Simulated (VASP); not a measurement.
# Bi (Pm-3m) in VASP: a series of runs

Bi is run at these levels: r2SCAN; tasks: single point.

Everything below comes from runs of VASP 6.6.1. Logs are shortened: lines on timing, memory, paths and dates and some standing lists are left out, and cuts for length are marked.

## 1. The cell of the first run

The structure is cubic, space group Pm-3m (No. 221). The conventional cell has a = 3.117 Å, b = 3.117 Å, c = 3.117 Å, α = 90.00°, β = 90.00°, γ = 90.00°. Bi (site symmetry m-3m) has 6 Bi at 3.12 Å within 4.1 Å.

This isn't the form of Bi at room conditions, which is rhombohedral.

## 2. Single point, r2SCAN (30.27 Å³/atom)

Input file POSCAR:

```
Bi
1.0
    3.1165084075      0.0000000000      0.0000000000
    0.0000000000      3.1165084075      0.0000000000
    0.0000000000      0.0000000000      3.1165084075
Bi
1
Direct
    0.0000000000      0.0000000000      0.0000000000
```

Input file INCAR.step1:

```
PREC     = Accurate       # precision mode
ENCUT    = 520            # plane-wave cutoff, eV
ISMEAR   = -1             # smearing method
SIGMA    = 0.1            # smearing width, eV
LREAL    = False          # projectors in reciprocal space
LASPH    = True           # aspherical terms in the spheres
NELM     = 100            # most SCF steps
NBANDS   = 14             # bands
GGA      = PE             # functional
ALGO     = Normal         # electronic algorithm
EDIFF    = 1E-4           # SCF threshold, eV
LWAVE    = True           # write WAVECAR
LCHARG   = False          # write CHGCAR
```

Input file INCAR.step2:

```
PREC     = Accurate       # precision mode
ENCUT    = 520            # plane-wave cutoff, eV
EDIFF    = 1E-7           # SCF threshold, eV
ISMEAR   = -1             # smearing method
SIGMA    = 0.1            # smearing width, eV
LREAL    = False          # projectors in reciprocal space
LASPH    = True           # aspherical terms in the spheres
NELM     = 100            # most SCF steps
ALGO     = Normal         # electronic algorithm
ISIF     = 2              # what is computed and relaxed
LWAVE    = False          # write WAVECAR
LCHARG   = True           # write CHGCAR
METAGGA  = R2SCAN         # meta-GGA
LMIXTAU  = True         
LELF     = True           # ELF
LVHAR    = True         
NBANDS   = 14             # bands
ISTART   = 1
```

Input file KPOINTS:

```
Automatic mesh
0
Gamma
  11 11 11
```

Potentials or basis: VASP PAW PBE potentials, release 64 (Bi_d).

Command:

```
$ cat potpaw_PBE.64/Bi_d/POTCAR > POTCAR
$ cp INCAR.step1 INCAR
$ mpirun -np 1 vasp_std > vasp.out
$ cp INCAR.step2 INCAR
$ mpirun -np 1 vasp_std > vasp.out
```

OUTCAR:

```text
PREC = Accurate
   ENCUT = 520
   EDIFF = 1E-7
   ISMEAR = -1
   LREAL = False
   LASPH = True
   NELM = 100
   ISIF = 2
   METAGGA = R2SCAN
   ISTART = 1

 ion  position               nearest neighbor table
   1  0.000  0.000  0.000-

  LATTYP: Found a simple cubic cell.
 ALAT       =     3.1165084075

  Lattice vectors:

 A1 = (   3.1165084075,   0.0000000000,   0.0000000000)
 A2 = (   0.0000000000,   3.1165084075,   0.0000000000)
 A3 = (   0.0000000000,   0.0000000000,   3.1165084075)

Analysis of symmetry for initial positions (statically):
=====================================================================
 Subroutine PRICEL returns:
 Original cell was already a primitive cell.

 Routine SETGRP: Setting up the symmetry group for a
 simple cubic supercell.

 Subroutine GETGRP returns: Found 48 space group operations
 (whereof 48 operations were pure point group operations)
 out of a pool of 48 trial point group operations.

The static configuration has the point symmetry O_h .

Analysis of symmetry for dynamics (positions and initial velocities):
=====================================================================
 Subroutine PRICEL returns:
 Original cell was already a primitive cell.

 Routine SETGRP: Setting up the symmetry group for a
 simple cubic supercell.

 Subroutine GETGRP returns: Found 48 space group operations
 (whereof 48 operations were pure point group operations)
 out of a pool of 48 trial point group operations.

The dynamic configuration has the point symmetry O_h .

 Subroutine INISYM returns: Found 48 space group operations
 (whereof 48 operations are pure point group operations),
 and found     1 'primitive' translations

----------------------------------------------------------------------------------------

                                     Primitive cell

  volume of cell :      30.2695

  direct lattice vectors                    reciprocal lattice vectors
     3.116508408  0.000000000  0.000000000     0.320871908  0.000000000  0.000000000
     0.000000000  3.116508408  0.000000000     0.000000000  0.320871908  0.000000000
     0.000000000  0.000000000  3.116508408     0.000000000  0.000000000  0.320871908

  length of vectors
     3.116508408  3.116508408  3.116508408     0.320871908  0.320871908  0.320871908

  position of ions in fractional coordinates (direct lattice)
     0.000000000  0.000000000  0.000000000

  ion indices of the primitive-cell ions
   primitive index   ion index
                 1           1

----------------------------------------------------------------------------------------

 KPOINTS: Automatic mesh

Automatic generation of k-mesh.
 Grid dimensions read from file:
 generate k-points for:   11   11   11

 Generating k-lattice:

  Cartesian coordinates                     Fractional coordinates (reciprocal lattice)
     0.029170173  0.000000000  0.000000000     0.090909091  0.000000000  0.000000000
     0.000000000  0.029170173  0.000000000     0.000000000  0.090909091  0.000000000
     0.000000000  0.000000000  0.029170173     0.000000000  0.000000000  0.090909091

  Length of vectors
     0.029170173  0.029170173  0.029170173

  Shift w.r.t. Gamma in fractional coordinates (k-lattice)
     0.000000000  0.000000000  0.000000000

 Subroutine IBZKPT returns following result:
 ===========================================

 Found     56 irreducible k-points:

 Following reciprocal coordinates:
            Coordinates               Weight
  0.000000  0.000000  0.000000      1.000000
  0.090909  0.000000  0.000000      6.000000
  0.181818  0.000000  0.000000      6.000000
  0.272727  0.000000  0.000000      6.000000
  0.363636  0.000000  0.000000      6.000000
  0.454545  0.000000  0.000000      6.000000
[... 16 lines left out ...]
  0.181818  0.090909  0.090909     24.000000
  0.272727  0.090909  0.090909     24.000000
 [... further k-points ...]
   k-points           NKPTS =     56   k-points in BZ     NKDIM =     56   number of bands    NBANDS=     14
   number of dos      NEDOS =    301   number of ions     NIONS =      1
   total plane-waves  NPLWV =  13824
   dimension x,y,z NGX =    24 NGY =   24 NGZ =   24
   dimension x,y,z NGXF=    48 NGYF=   48 NGZF=   48
   ions per type =               1
   NGX,Y,Z   is equivalent  to a cutoff of  12.80, 12.80, 12.80 a.u.
   NGXF,Y,Z  is equivalent  to a cutoff of  25.60, 25.60, 25.60 a.u.
 SYSTEM =  unknown system
   PREC   = accura    normal or accurate (medium, high low for compatibility)
   ISTART =      1    job   : 0-new  1-cont  2-samecut
   ICHARG =      0    charge: 1-file 2-atom 10-const
   ISPIN  =      1    spin polarized calculation?
   LNONCOLLINEAR =      F non collinear calculations
   LSORBIT =      F    spin-orbit coupling
   LASPH  =      T    aspherical Exc in radial PAW
   ENCUT  =  520.0 eV  38.22 Ry    6.18 a.u.   5.79  5.79  5.79*2*pi/ulx,y,z
   NELM   =    100;   NELMIN=  2; NELMDL=  0     # of ELM steps
   EDIFF  = 0.1E-06   stopping-criterion for ELM
   LREAL  =      F    real-space projection
   EDIFFG = 0.1E-05   stopping-criterion for IOM
   NSW    =      0    number of steps for IOM
   IBRION =     -1    ionic relax: 0-MD 1-quasi-New 2-CG
   NFREE  =      0    steps in history (QN), initial steepest desc. (CG)
   ISIF   =      2    stress and relaxation
   ISYM   =      2    0-nonsym 1-usesym 2-fastsym
   POTIM  = 0.5000    time-step for ionic-motion
   TEBEG  =    0.0;   TEEND  =   0.0 temperature during run
   PSTRESS=    0.0 pullay stress
   NELECT =      15.0000    total number of electrons
   NUPDOWN=      -1.0000    fix difference up-down
   EMIN   =  10.00;   EMAX   =-10.00  energy-range for DOS
   EFERMI =   0.00;   METHOD = LEGACY
   ISMEAR =    -1;   SIGMA  =   0.10  broadening in eV -4-tet -1-fermi 0-gaus
   EFERMI_NEDOS =   21; number of points for ismear=-14 and -15
   IALGO  =     38    algorithm
   IMIX   =      4    mixing-type and parameters
     AMIX     =   0.40;   BMIX     =  1.00
     AMIX_MAG =   1.60;   BMIX_MAG =  1.00
  volume/ion in A,a.u.               =      30.27       204.27
  Fermi-wavevector in a.u.,A,eV,Ry     =   1.295499  2.448137 22.834884  1.678317
  Thomas-Fermi vector in A             =   2.427014
   LORBIT       =      0    0 simple, 1 ext, 2 COOP (PROOUT), +10 PAW based schemes
   METAGGA = R2SCAN    functional components
   LHFCALC =     F    Hartree Fock is set to
   AEXX    =    0.0000 exact exchange contribution
   IVDW    =     0    specifies the selected vdW correction
   LEPSILON=     F    determine dielectric tensor
   LRPA    =     F    only Hartree local field effects (RPA)
 non-spin polarized calculation
  energy-cutoff  :      520.00
  volume of cell :       30.27
 maximum number of plane-waves:       837
 NGX is ok and might be reduce to    24
   NGX = 11   NGY = 11   NGZ = 11

 number of electron      14.9999987 magnetization

 Free energy of the ion-electron system (eV)
  ---------------------------------------------------
  ext. energy  EPLUGINS =         0.00000000
  ---------------------------------------------------
  free energy    TOTEN  =       -58.32657237 eV

  energy without entropy =      -58.30895653  energy(sigma->0) =      -58.31776445

 E-fermi :   8.0714     XC(G=0): -11.0423

 val. band max:        8.0254236600   @ k =   0.1818   0.0909   0.0909
 cond. band min:       8.1104380296   @ k =   0.3636   0.2727   0.2727
 fundamental gap:      0.0850143697
 Fermi energy:         8.0713555883

 k-point     1 :       0.0000    0.0000    0.0000
  band No.  band energies     occupation
      1     -15.8332      2.00000
      2     -15.8332      2.00000
      3     -15.3020      2.00000
      4     -15.3020      2.00000
      5     -15.3020      2.00000
      6      -6.5667      2.00000
      7      11.7188      0.00000
      8      11.7188      0.00000
      9      11.7188      0.00000
     10      15.9000      0.00000
     11      16.7416      0.00000
     12      16.7416      0.00000
     13      26.4751      0.00000
     14      26.4751      0.00000

 k-point     2 :       0.0909    0.0000    0.0000
  band No.  band energies     occupation
      1     -15.8313      2.00000
      2     -15.7997      2.00000
      3     -15.3132      2.00000
      4     -15.3132      2.00000
      5     -15.3012      2.00000
      6      -6.4397      2.00000
      7      10.2227      0.00000
      8      11.8636      0.00000
      9      11.8636      0.00000
     10      16.2392      0.00000
     11      16.8254      0.00000
     12      18.1874      0.00000
     13      25.7045      0.00000
     14      26.2729      0.00000

 k-point     3 :       0.1818    0.0000    0.0000
  band No.  band energies     occupation
      1     -15.8261      2.00000
      2     -15.7101      2.00000
      3     -15.3430      2.00000
      4     -15.3430      2.00000
      5     -15.2987      2.00000
      6      -6.0635      2.00000
      7       7.7579      1.91658
      8      12.2778      0.00000
      9      12.2778      0.00000
     10      16.5643      0.00000
     11      17.0789      0.00000
     12      21.1971      0.00000
     13      24.1875      0.00000
     14      25.3528      0.00000
[... 324 lines left out ...]
 k-point    23 :       0.1818    0.0909    0.0909
  band No.  band energies     occupation
      1     -15.7748      2.00000
      2     -15.6887      2.00000
      3     -15.3549      2.00000
      4     -15.3537      2.00000
      5     -15.3211      2.00000
      6      -5.8110      2.00000
      7       8.0254      1.22571
      8      10.8546      0.00000
      9      10.9473      0.00000
     10      18.4378      0.00000
     11      18.6885      0.00000
     12      21.2500      0.00000
     13      22.7197      0.00000
     14      23.3225      0.00000

 k-point    24 :       0.2727    0.0909    0.0909
  band No.  band energies     occupation
      1     -15.7682      2.00000
      2     -15.5698      2.00000
      3     -15.3947      2.00000
      4     -15.3932      2.00000
      5     -15.3177      2.00000
      6      -5.2139      2.00000
      7       5.6595      2.00000
      8      11.4713      0.00000
      9      11.5489      0.00000
     10      18.6241      0.00000
     11      18.9344      0.00000
     12      21.2174      0.00000
     13      21.4803      0.00000
     14      24.6414      0.00000

 [... further k-points ...]

------------------------ aborting loop because EDIFF is reached ----------------------------------------

  FORCE on cell =-STRESS in cart. coord.  units (eV):
  Direction    XX          YY          ZZ          XY          YZ          ZX
  --------------------------------------------------------------------------------------
  -------------------------------------------------------------------------------------
  Total        1.7189425      1.7189425      1.7189425     -0.0000000     -0.0000000      0.0000000
  in kB       90.9844189     90.9844189     90.9844189     -0.0000000     -0.0000000      0.0000000
  external PRESSURE =      90.9844189 kB  Pullay stress =       0.0000000 kB

 VOLUME and BASIS-vectors are now :
 -----------------------------------------------------------------------------
  energy-cutoff  :      520.00
  volume of cell :       30.27
      direct lattice vectors                 reciprocal lattice vectors
     3.116508408  0.000000000  0.000000000     0.320871908  0.000000000  0.000000000
     0.000000000  3.116508408  0.000000000     0.000000000  0.320871908  0.000000000
     0.000000000  0.000000000  3.116508408     0.000000000  0.000000000  0.320871908

 POSITION                                       TOTAL-FORCE (eV/Angst)
 -----------------------------------------------------------------------------------
      0.00000      0.00000      0.00000         0.000000      0.000000      0.000000
 -----------------------------------------------------------------------------------
    total drift:                                0.000000     -0.000000      0.000000

  FREE ENERGIE OF THE ION-ELECTRON SYSTEM (eV)
  ---------------------------------------------------
  free  energy   TOTEN  =       -58.3265723684 eV

  energy  without entropy=      -58.3089565300  energy(sigma->0) =      -58.31776445
```

Wall time 44 s (1 thread of Intel Xeon 6975P-C (Granite Rapids), shared host); peak memory 0.14 GiB.

What came out:

```yaml
Free_energy: -58.3266 eV
Pressure: 9.1 GPa
Band_gap_on_the_k_mesh: zero (an odd number of electrons rules out a gap without spin polarisation)
```

Levels at points of the mesh, in eV from the Fermi level:
| k point | band 4 | band 5 | band 6 | band 7 | band 8 | band 9 | band 10 | band 11 |
| --- | --- | --- | --- | --- | --- | --- | --- | --- |
| (0.00, 0.00, 0.00) | -23.37 | -23.37 | -14.64 | 3.65 | 3.65 | 3.65 | 7.83 | 8.67 |

Caveat: the cell stands under pressure; the PAW data sets were made with another functional, which shifts forces and pressure a little; spin-orbit coupling is left out, which moves the levels of the heavy elements.

## 3. Single point, r2SCAN (31.65 Å³/atom)

This run uses another cell than the first one, of 31.65 Å³/atom.

Input file POSCAR:

```
Bi
1.0
    3.1630303170      0.0000000000      0.0000000000
    0.0000000000      3.1630303170      0.0000000000
    0.0000000000      0.0000000000      3.1630303170
Bi
1
Direct
    0.0000000000      0.0000000000      0.0000000000
```

Input file INCAR.step1:

```
SYSTEM = Bi
  PREC = Accurate
  ENCUT = 520
  ISMEAR = -1
  SIGMA = 0.1
  LREAL = .False.
  LASPH = .True.
  NELM = 100
  NBANDS = 14
  GGA = PE
  ALGO = Normal
  EDIFF = 1E-4
  LWAVE = .True.
  LCHARG = .False.
```

Input file INCAR.step2:

```
SYSTEM = Bi
  PREC = Accurate
  ENCUT = 520
  EDIFF = 1E-6
  ISMEAR = -1
  SIGMA = 0.1
  LREAL = .False.
  LASPH = .True.
  NELM = 100
  ALGO = Normal
  ISIF = 2
  LWAVE = .False.
  LCHARG = .True.
  METAGGA = R2SCAN
  LMIXTAU = .True.
  LELF = .True.
  LVHAR = .True.
  NBANDS = 14
  ISTART = 1
```

Input file KPOINTS:

```
regular mesh
0
Gamma
  11 11 11
  0 0 0
```

Potentials or basis: VASP PAW PBE potentials, release 64 (Bi_d).

Command:

```
$ cat potpaw_PBE.64/Bi_d/POTCAR > POTCAR
$ cp INCAR.step1 INCAR
$ mpirun -np 1 vasp_std > vasp.out
$ cp INCAR.step2 INCAR
$ mpirun -np 1 vasp_std > vasp.out
```

Run time: 45 s. Hardware: 1 thread of Intel Xeon 6975P-C (Granite Rapids), shared host; peak memory 0.15 GiB.

It converged, with:

```
Free energy            : -58.3890 eV
Pressure               : 5.4 GPa
Band gap on the k mesh : zero (an odd number of electrons rules out a gap without spin polarisation)
```

Levels at points of the mesh, in eV from the Fermi level:
```csv
k point,band 3,band 4,band 5,band 6,band 7,band 8,band 9,band 10,band 11,band 12
"(0.00, 0.00, 0.00)",-23.33,-23.33,-23.33,-14.28,3.54,3.54,3.54,7.56,8.53,8.53
```

Caveat: the cell stands under pressure; the PAW data sets were made with another functional, which shifts forces and pressure a little; spin-orbit coupling is left out, which moves the levels of the heavy elements.

The gap in the log of VASP goes by the Fermi energy; the results here count the filled bands.